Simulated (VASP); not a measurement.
# HfO2 (Fm-3m) in VASP: further runs

The runs below take HfO2 through single point, relaxation of cell and atoms, with BLYP+D4, r2SCAN+U.

Everything below comes from runs of VASP 6.6.1. Logs are shortened: lines on timing, memory, paths and dates and some standing lists are left out, and cuts for length are marked.

## 1. The cell of the first run

Symmetry: Fm-3m, No. 225, cubic system. Conventional cell: a = 5.215 Å, b = 5.215 Å, c = 5.215 Å, α = 90.00°, β = 90.00°, γ = 90.00°. Hf (site symmetry m-3m) has 8 O at 2.26 Å within 3.0 Å. Within 3.0 Å of O (site symmetry -43m) lie 4 Hf at 2.26 Å and 6 O at 2.61 Å.

## 2. Single point, BLYP+D4

File INCAR:

```
  AGGAC = 1.0
  AGGAX = 1.0
  ALDAC = 0.0
  ALDAX = 1.0
  ALGO = Normal
  EDIFF = 1E-6
  ENCUT = 520
  GGA = B5
  ISIF = 2
  ISMEAR = -1
  IVDW = 13
  LASPH = True
  LCHARG = False
  LREAL = False
  LWAVE = False
  NBANDS = 18
  NELM = 60
  PREC = Accurate
  SIGMA = 0.05
  VDW_A1 = 0.44488865
  VDW_A2 = 4.0933009
  VDW_S6 = 1.0
  VDW_S8 = 2.34076671
```

File KPOINTS:

```
k-points
0
Gamma
  9 9 9
```

File POSCAR:

```
HfO2
1.0
    0.0000000000      2.6076597933      2.6076597933
    2.6076597933      0.0000000000      2.6076597933
    2.6076597933      2.6076597933      0.0000000000
Hf O
1 2
Direct
    0.0000000000      0.0000000000      0.0000000000
    0.7500000000      0.7500000000      0.7500000000
    0.2500000000      0.2500000000      0.2500000000
```

Potentials or basis: VASP PAW PBE potentials, release 64 (Hf_pv, O).

Started as:

```bash
$ cat potpaw_PBE.64/Hf_pv/POTCAR potpaw_PBE.64/O/POTCAR > POTCAR
$ mpirun -np 1 vasp_std > vasp.out
```

OUTCAR:

```text
EDIFF = 1E-6
   ENCUT = 520
   GGA = B5
   ISIF = 2
   ISMEAR = -1
   IVDW = 13
   LASPH = True
   LREAL = False
   NELM = 60
   PREC = Accurate

 ion  position               nearest neighbor table
   1  0.000  0.000  0.000-   2 2.26   2 2.26   2 2.26   2 2.26   3 2.26   3 2.26   3 2.26   3 2.26

   2  0.750  0.750  0.750-   1 2.26   1 2.26   1 2.26   1 2.26
   3  0.250  0.250  0.250-   1 2.26   1 2.26   1 2.26   1 2.26

  LATTYP: Found a face centered cubic cell.
 ALAT       =     5.2153195866

  Lattice vectors:

 A1 = (   0.0000000000,   2.6076597933,   2.6076597933)
 A2 = (   2.6076597933,   0.0000000000,   2.6076597933)
 A3 = (   2.6076597933,   2.6076597933,   0.0000000000)

Analysis of symmetry for initial positions (statically):
=====================================================================
 Subroutine PRICEL returns:
 Original cell was already a primitive cell.

 Routine SETGRP: Setting up the symmetry group for a
 face centered cubic supercell.

 Subroutine GETGRP returns: Found 48 space group operations
 (whereof 48 operations were pure point group operations)
 out of a pool of 48 trial point group operations.

The static configuration has the point symmetry O_h .

Analysis of symmetry for dynamics (positions and initial velocities):
=====================================================================
 Subroutine PRICEL returns:
 Original cell was already a primitive cell.

 Routine SETGRP: Setting up the symmetry group for a
 face centered cubic supercell.

 Subroutine GETGRP returns: Found 48 space group operations
 (whereof 48 operations were pure point group operations)
 out of a pool of 48 trial point group operations.

The dynamic configuration has the point symmetry O_h .

 Subroutine INISYM returns: Found 48 space group operations
 (whereof 48 operations are pure point group operations),
 and found     1 'primitive' translations

----------------------------------------------------------------------------------------

                                     Primitive cell

  volume of cell :      35.4636

  direct lattice vectors                    reciprocal lattice vectors
     0.000000000  2.607659793  2.607659793    -0.191742804  0.191742804  0.191742804
     2.607659793  0.000000000  2.607659793     0.191742804 -0.191742804  0.191742804
     2.607659793  2.607659793  0.000000000     0.191742804  0.191742804 -0.191742804

  length of vectors
     3.687787846  3.687787846  3.687787846     0.332108278  0.332108278  0.332108278

  position of ions in fractional coordinates (direct lattice)
     0.000000000  0.000000000  0.000000000
     0.750000000  0.750000000  0.750000000
     0.250000000  0.250000000  0.250000000

  ion indices of the primitive-cell ions
   primitive index   ion index
                 1           1
                 2           2
                 3           3

----------------------------------------------------------------------------------------

 KPOINTS: k-points

Automatic generation of k-mesh.
 Grid dimensions read from file:
 generate k-points for:    9    9    9

 Generating k-lattice:

  Cartesian coordinates                     Fractional coordinates (reciprocal lattice)
    -0.021304756  0.021304756  0.021304756     0.111111111  0.000000000  0.000000000
     0.021304756 -0.021304756  0.021304756     0.000000000  0.111111111  0.000000000
     0.021304756  0.021304756 -0.021304756     0.000000000  0.000000000  0.111111111

  Length of vectors
     0.036900920  0.036900920  0.036900920

  Shift w.r.t. Gamma in fractional coordinates (k-lattice)
     0.000000000  0.000000000  0.000000000

 Subroutine IBZKPT returns following result:
 ===========================================

 Found     35 irreducible k-points:

 Following reciprocal coordinates:
            Coordinates               Weight
  0.000000  0.000000  0.000000      1.000000
  0.111111  0.000000  0.000000      8.000000
  0.222222  0.000000  0.000000      8.000000
  0.333333  0.000000  0.000000      8.000000
  0.444444  0.000000  0.000000      8.000000
  0.111111  0.111111  0.000000      6.000000
[... 16 lines left out ...]
 -0.333333  0.333333  0.000000     12.000000
  0.444444  0.444444  0.000000      6.000000
 [... further k-points ...]
   k-points           NKPTS =     35   k-points in BZ     NKDIM =     35   number of bands    NBANDS=     18
   number of dos      NEDOS =    301   number of ions     NIONS =      3
   total plane-waves  NPLWV =  21952
   dimension x,y,z NGX =    28 NGY =   28 NGZ =   28
   dimension x,y,z NGXF=    56 NGYF=   56 NGZF=   56
   ions per type =               1   2
   NGX,Y,Z   is equivalent  to a cutoff of  12.62, 12.62, 12.62 a.u.
   NGXF,Y,Z  is equivalent  to a cutoff of  25.24, 25.24, 25.24 a.u.
 SYSTEM =  unknown system
   PREC   = accura    normal or accurate (medium, high low for compatibility)
   ISTART =      0    job   : 0-new  1-cont  2-samecut
   ICHARG =      2    charge: 1-file 2-atom 10-const
   ISPIN  =      1    spin polarized calculation?
   LNONCOLLINEAR =      F non collinear calculations
   LSORBIT =      F    spin-orbit coupling
   LASPH  =      T    aspherical Exc in radial PAW
   ENCUT  =  520.0 eV  38.22 Ry    6.18 a.u.   6.86  6.86  6.86*2*pi/ulx,y,z
   NELM   =     60;   NELMIN=  2; NELMDL= -5     # of ELM steps
   EDIFF  = 0.1E-05   stopping-criterion for ELM
   LREAL  =      F    real-space projection
   EDIFFG = 0.1E-04   stopping-criterion for IOM
   NSW    =      0    number of steps for IOM
   IBRION =     -1    ionic relax: 0-MD 1-quasi-New 2-CG
   NFREE  =      0    steps in history (QN), initial steepest desc. (CG)
   ISIF   =      2    stress and relaxation
   ISYM   =      2    0-nonsym 1-usesym 2-fastsym
   POTIM  = 0.5000    time-step for ionic-motion
   TEBEG  =    0.0;   TEEND  =   0.0 temperature during run
   PSTRESS=    0.0 pullay stress
   NELECT =      22.0000    total number of electrons
   NUPDOWN=      -1.0000    fix difference up-down
   EMIN   =  10.00;   EMAX   =-10.00  energy-range for DOS
   EFERMI =   0.00;   METHOD = LEGACY
   ISMEAR =    -1;   SIGMA  =   0.05  broadening in eV -4-tet -1-fermi 0-gaus
   EFERMI_NEDOS =   21; number of points for ismear=-14 and -15
   IALGO  =     38    algorithm
   IMIX   =      4    mixing-type and parameters
     AMIX     =   0.40;   BMIX     =  1.00
     AMIX_MAG =   1.60;   BMIX_MAG =  1.00
  volume/ion in A,a.u.               =      11.82        79.77
  Fermi-wavevector in a.u.,A,eV,Ry     =   1.396223  2.638479 26.523724  1.949439
  Thomas-Fermi vector in A             =   2.519598
   LORBIT       =      0    0 simple, 1 ext, 2 COOP (PROOUT), +10 PAW based schemes
   GGA     = B5    functional components
   LHFCALC =     F    Hartree Fock is set to
   AEXX    =    0.0000 exact exchange contribution
   IVDW    =    13    specifies the selected vdW correction
   LEPSILON=     F    determine dielectric tensor
   LRPA    =     F    only Hartree local field effects (RPA)
 non-spin polarized calculation
  energy-cutoff  :      520.00
  volume of cell :       35.46
 maximum number of plane-waves:       966
   NGX = 13   NGY = 13   NGZ = 13

 number of electron      22.0000001 magnetization

 Free energy of the ion-electron system (eV)
  ---------------------------------------------------
  ext. energy  EPLUGINS =         0.00000000
  ---------------------------------------------------
  free energy    TOTEN  =       -28.84667544 eV

  energy without entropy =      -28.84667544  energy(sigma->0) =      -28.84667544

 E-fermi :   5.0108     XC(G=0): -10.8587

 val. band max:        3.8757330860   @ k =  -0.4444   0.4444   0.0000
 cond. band min:       7.5943595812   @ k =   0.0000   0.0000   0.0000
 fundamental gap:      3.7186264951
 Fermi energy:         5.0107886353

 k-point     1 :       0.0000    0.0000    0.0000
  band No.  band energies     occupation
      1     -26.0548      2.00000
      2     -26.0548      2.00000
      3     -26.0548      2.00000
      4     -14.1726      2.00000
      5     -11.5738      2.00000
      6      -0.8666      2.00000
[... 10 lines left out ...]
     17      13.2609      0.00000
     18      16.1682      0.00000

 k-point     2 :       0.1111    0.0000    0.0000
  band No.  band energies     occupation
      1     -26.0901      2.00000
      2     -26.0588      2.00000
      3     -26.0588      2.00000
      4     -14.0387      2.00000
      5     -11.6839      2.00000
      6      -0.7594      2.00000
[... 10 lines left out ...]
     17      13.0894      0.00000
     18      16.1611      0.00000

 k-point     3 :       0.2222    0.0000    0.0000
  band No.  band energies     occupation
      1     -26.1775      2.00000
      2     -26.0690      2.00000
      3     -26.0690      2.00000
      4     -13.6976      2.00000
      5     -11.9370      2.00000
      6      -0.4804      2.00000
[... 10 lines left out ...]
     17      12.7344      0.00000
     18      16.0605      0.00000

 k-point     4 :       0.3333    0.0000    0.0000
  band No.  band energies     occupation
      1     -26.2736      2.00000
      2     -26.0804      2.00000
      3     -26.0804      2.00000
      4     -13.3188      2.00000
      5     -12.1701      2.00000
      6      -0.1550      2.00000
[... 375 lines left out ...]
      4     -12.6316      2.00000
      5     -12.4884      2.00000
      6      -1.3362      2.00000
[... 10 lines left out ...]
     17      15.6889      0.00000
     18      16.1226      0.00000

 k-point    23 :      -0.3333    0.3333    0.0000
  band No.  band energies     occupation
      1     -26.2590      2.00000
      2     -26.2403      2.00000
      3     -26.1119      2.00000
      4     -12.6796      2.00000
      5     -12.4688      2.00000
      6      -0.9719      2.00000
[... 10 lines left out ...]
     17      15.5351      0.00000
     18      16.0452      0.00000

 k-point    24 :       0.4444    0.4444    0.0000
  band No.  band energies     occupation
      1     -26.3507      2.00000
      2     -26.1360      2.00000
      3     -26.1360      2.00000
      4     -12.6109      2.00000
      5     -12.5026      2.00000
      6      -1.7867      2.00000
[... 10 lines left out ...]
     17      15.3267      0.00000
     18      16.1484      0.00000

 [... further k-points ...]

------------------------ aborting loop because EDIFF is reached ----------------------------------------

  DFT-D4 for vdW energy calculation

  Edisp (eV):   -0.98386

  FORCE on cell =-STRESS in cart. coord.  units (eV):
  Direction    XX          YY          ZZ          XY          YZ          ZX
  --------------------------------------------------------------------------------------
  -------------------------------------------------------------------------------------
  Total      -3.69983    -3.69983    -3.69983    -0.00000     0.00000    -0.00000
  in kB    -167.15107  -167.15107  -167.15107    -0.00000     0.00000    -0.00000
  external pressure =     -167.15 kB  Pullay stress =        0.00 kB

 VOLUME and BASIS-vectors are now :
 -----------------------------------------------------------------------------
  energy-cutoff  :      520.00
  volume of cell :       35.46
      direct lattice vectors                 reciprocal lattice vectors
     0.000000000  2.607659793  2.607659793    -0.191742804  0.191742804  0.191742804
     2.607659793  0.000000000  2.607659793     0.191742804 -0.191742804  0.191742804
     2.607659793  2.607659793  0.000000000     0.191742804  0.191742804 -0.191742804

 POSITION                                       TOTAL-FORCE (eV/Angst)
 -----------------------------------------------------------------------------------
      0.00000      0.00000      0.00000         0.000000     -0.000000      0.000000
      3.91149      3.91149      3.91149         0.000000      0.000000      0.000000
      1.30383      1.30383      1.30383        -0.000000     -0.000000     -0.000000
 -----------------------------------------------------------------------------------
    total drift:                                0.000000      0.000000      0.000000

  FREE ENERGIE OF THE ION-ELECTRON SYSTEM (eV)
  ---------------------------------------------------
  free  energy   TOTEN  =       -29.8305323824 eV

  energy  without entropy=      -29.8305323824  energy(sigma->0) =      -29.83053238
```

It took 20 s on 1 thread of Intel Xeon 6975P-C (Granite Rapids), shared host; peak memory 0.16 GiB.

Results:

```
Free energy                : -29.8305 eV
Pressure                   : -16.7 GPa
Band gap on the k mesh     : 3.72 eV, indirect (least direct gap 3.83 eV)
Dispersion energy per atom : -0.328 eV
```

Caveat: the PAW data sets were made with another functional, which shifts forces and pressure a little; spin-orbit coupling is left out, which moves the levels of the heavy elements. A hybrid or GW would open this gap; BLYP tends to underestimate it.

## 3. Single point, r2SCAN+U

This run uses another cell than the first one, of 10.84 Å³/atom, 0.917 times its volume.

File POSCAR:

```
HfO2
1.0
    0.0000000000      2.5336800047      2.5336800047
    2.5336800047      0.0000000000      2.5336800047
    2.5336800047      2.5336800047      0.0000000000
Hf O
1 2
Direct
    0.0000000000      0.0000000000      0.0000000000
    0.7500000000      0.7500000000      0.7500000000
    0.2500000000      0.2500000000      0.2500000000
```

File INCAR.step1:

```
SYSTEM = HfO2
ALGO = Normal
EDIFF = 1E-4
ENCUT = 520
GGA = PE
ISMEAR = -1
LASPH = .TRUE.
LCHARG = .FALSE.
LDAU = .TRUE.
LDAUJ = 0 0
LDAUL = 2 -1
LDAUTYPE = 2
LDAUU = 1 0
LMAXMIX = 4
LREAL = .FALSE.
LWAVE = .TRUE.
NBANDS = 18
NELM = 150
PREC = Accurate
SIGMA = 0.05
```

File INCAR.step2:

```
SYSTEM = HfO2
ALGO = Normal
EDIFF = 1E-6
ENCUT = 520
ISIF = 2
ISMEAR = -1
ISTART = 1
LASPH = .TRUE.
LCHARG = .FALSE.
LDAU = .TRUE.
LDAUJ = 0 0
LDAUL = 2 -1
LDAUPRINT = 1
LDAUTYPE = 2
LDAUU = 1 0
LMAXMIX = 4
LMIXTAU = .TRUE.
LREAL = .FALSE.
LWAVE = .FALSE.
METAGGA = R2SCAN
NBANDS = 18
NELM = 150
PREC = Accurate
SIGMA = 0.05
```

File KPOINTS:

```
k-points
0
G
  9 9 9
  0 0 0
```

Potentials or basis: VASP PAW PBE potentials, release 64 (Hf_pv, O).

Started as:

```bash
$ cat potpaw_PBE.64/Hf_pv/POTCAR potpaw_PBE.64/O/POTCAR > POTCAR
$ cp INCAR.step1 INCAR
$ mpirun -np 1 vasp_std > vasp.out
$ cp INCAR.step2 INCAR
$ mpirun -np 1 vasp_std > vasp.out
```

Run time: 50 s. Hardware: 1 thread of Intel Xeon 6975P-C (Granite Rapids), shared host; peak memory 0.17 GiB.

The run converged. Its results:

```
Free energy            : -67.9812 eV
Pressure               : -2.5 GPa
Band gap on the k mesh : 4.55 eV, indirect (least direct gap 4.66 eV)
```

Levels at points of the mesh, in eV from the valence-band top:
```
           k point  band 8  band 9  band 10  band 11  band 12  band 13  band 14  band 15
(0.00, 0.00, 0.00)   -5.35   -0.59    -0.59    -0.59     4.70     4.70     6.48    11.20
```

Eigenvalues of the final occupation matrices:
```csv
site,spin,trace,eigenvalues
site 1 d,1,0.66,0.06 0.06 0.18 0.18 0.18
site 1 d,2,0.66,0.06 0.06 0.18 0.18 0.18
```

Caveat: the PAW data sets were made with another functional, which shifts forces and pressure a little; spin-orbit coupling is left out, which moves the levels of the heavy elements. A k mesh can miss the band edges.

## 4. Relaxation of cell and atoms, r2SCAN+U

This run uses another cell than the first one, of 11.15 Å³/atom, 0.943 times its volume.

File POSCAR:

```
HfO2
1.0
    0.0000000000      2.5575000000      2.5575000000
    2.5575000000      0.0000000000      2.5575000000
    2.5575000000      2.5575000000      0.0000000000
Hf O
1 2
Direct
    0.0000000000      0.0000000000      0.0000000000
    0.7500000000      0.7500000000      0.7500000000
    0.2500000000      0.2500000000      0.2500000000
```

File INCAR.step1:

```
  PREC = Accurate
  ENCUT = 600
  ISMEAR = -1
  SIGMA = 0.05
  LREAL = False
  LASPH = True
  NELM = 150
  LMAXMIX = 4
  LDAU = True
  LDAUTYPE = 2
  LDAUL = 2 -1
  LDAUU = 1 0
  LDAUJ = 0 0
  GGA = PE
  ALGO = Normal
  EDIFF = 1E-4
  LWAVE = True
  LCHARG = False
```

File INCAR.step2:

```
  PREC = Accurate
  ENCUT = 600
  EDIFF = 1E-6
  ISMEAR = -1
  SIGMA = 0.05
  LREAL = False
  LASPH = True
  NELM = 150
  ALGO = Normal
  ISIF = 3
  LWAVE = False
  LCHARG = False
  LMAXMIX = 4
  LDAU = True
  LDAUTYPE = 2
  LDAUL = 2 -1
  LDAUU = 1 0
  LDAUJ = 0 0
  LDAUPRINT = 1
  METAGGA = R2SCAN
  LMIXTAU = True
  IBRION = 2
  NSW = 60
  EDIFFG = -0.01
  ISTART = 1
```

File KPOINTS:

```
regular mesh
0
Gamma
  9 9 9
```

Started as:

```bash
$ cat potpaw_PBE.64/Hf_pv/POTCAR potpaw_PBE.64/O/POTCAR > POTCAR
$ cp INCAR.step1 INCAR
$ mpirun -np 1 vasp_std > vasp.out
$ cp INCAR.step2 INCAR
$ mpirun -np 1 vasp_std > vasp.out
```

It took 2.8 min on 1 thread of Intel Xeon 6975P-C (Granite Rapids), shared host; peak memory 0.19 GiB.

Results (log left out):

- Free energy: -67.9946 eV
- Relaxed volume: 10.73 Å³/atom
- Relaxed cell: a = 3.570 Å, b = 3.570 Å, c = 3.570 Å, α = 60.00°, β = 60.00°, γ = 60.00°
- Space group after relaxing (to 0.05 Å): Fm-3m (No. 225)
- Energy gained by relaxing: 13.1 meV/atom
- Ionic steps: 4
- Pressure after relaxing: 0.1 GPa
- Band gap on the k mesh: 4.58 eV, indirect (least direct gap 4.69 eV)

The path:
| step | energy change (eV) | largest force (eV/Å) | pressure (GPa) | volume (Å³) |
| --- | --- | --- | --- | --- |
| 1 | 0.0000 | 0.0000 | -9.71 | 33.46 |
| 2 | 0.0676 | 0.0000 | 19.01 | 30.29 |
| 3 | -0.0392 | 0.0000 | -0.30 | 32.21 |
| 4 | -0.0392 | 0.0000 | 0.05 | 32.18 |

Final structure:
```cif
data_structure
_symmetry_space_group_name_H-M 'P 1'
_symmetry_Int_Tables_number 1
_cell_length_a 3.5704
_cell_length_b 3.5704
_cell_length_c 3.5704
_cell_angle_alpha 60.000
_cell_angle_beta 60.000
_cell_angle_gamma 60.000
_cell_volume 32.18
loop_
_atom_site_label
_atom_site_type_symbol
_atom_site_fract_x
_atom_site_fract_y
_atom_site_fract_z
_atom_site_occupancy
Hf1 Hf 0.00000 0.00000 0.00000 1
O1 O 0.75000 0.75000 0.75000 1
O2 O 0.25000 0.25000 0.25000 1
```

Levels at points of the mesh, in eV from the valence-band top:
```csv
k point,band 7,band 8,band 9,band 10,band 11,band 12,band 13,band 14,band 15
"(0.00, 0.00, 0.00)",-5.41,-5.41,-0.59,-0.59,-0.59,4.74,4.74,6.57,11.34
```

Eigenvalues of the final occupation matrices:
```csv
site,spin,trace,eigenvalues
site 1 d,1,0.67,0.06 0.06 0.18 0.18 0.18
site 1 d,2,0.67,0.06 0.06 0.18 0.18 0.18
```

Caveat: the PAW data sets were made with another functional, which shifts forces and pressure a little; spin-orbit coupling is left out, which moves the levels of the heavy elements. A k mesh can miss the band edges.

## 5. The runs side by side

```csv
task,level,U,cell,cutoff (eV),gap on the mesh (eV),pressure (GPa)
single point,BLYP+D4,-,"a = 3.688 Å, angles 60.0°, 3 atoms",520,3.72,-16.7
single point,r2SCAN+U,Hf d U = 1.0 eV,"a = 3.583 Å, angles 60.0°, 3 atoms",520,4.55,-2.5
relaxation of cell and atoms,r2SCAN+U,Hf d U = 1.0 eV,"relaxed from a = 3.617 Å, angles 60.0°, 3 atoms",600,4.58,0.1
```

Alike in all rows: potentials or basis VASP PAW PBE potentials, release 64 (Hf_pv, O); no spin polarisation; k mesh 9 × 9 × 9; smearing fermi-dirac 0.05 eV.

Caveats: the PAW data sets were made with another functional, which shifts forces and pressure a little; spin-orbit coupling is left out, which moves the levels of the heavy elements.

Absolute energies hang on the potentials; compare differences alone.
